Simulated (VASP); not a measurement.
Crystal: CsBr.

```
CELL_PARAMETERS angstrom
4.31960 0.00000 0.00000
0.00000 4.31960 0.00000
0.00000 0.00000 4.31960
ATOMIC_POSITIONS crystal
Cs 0.00000 0.00000 0.00000
Br 0.50000 0.50000 0.50000
```

Base run:

| Item | Value |
| --- | --- |
| Program | VASP 6.6.1 |
| Functional | PBE0 |
| Potentials or basis | VASP PAW PBE potentials, release 64 (Cs_sv, Br) |
| Cutoff | 400 eV |
| k mesh | 4 × 4 × 4 |
| Occupations | gaussian, width 0.01 eV |
| Spin | no spin polarisation |

Its results: band gap on the k mesh 6.31 eV (least direct gap 6.32 eV); pressure 0.2 GPa.

Task: After a change of settings the same cell gave: band gap on the k mesh 4.42 eV (least direct gap 4.43 eV); pressure 0.7 GPa. Which change was it?
A. functional from PBE0 to PBE; cutoff from 400 eV to 500 eV
B. functional from PBE0 to HSE06
C. functional from PBE0 to r2SCAN; cutoff from 400 eV to 550 eV

Result: A.

Caveats: spin-orbit coupling is left out, which moves the levels of the heavy elements; the PAW data sets were made with another functional, which shifts forces and pressure a little (at least some runs).
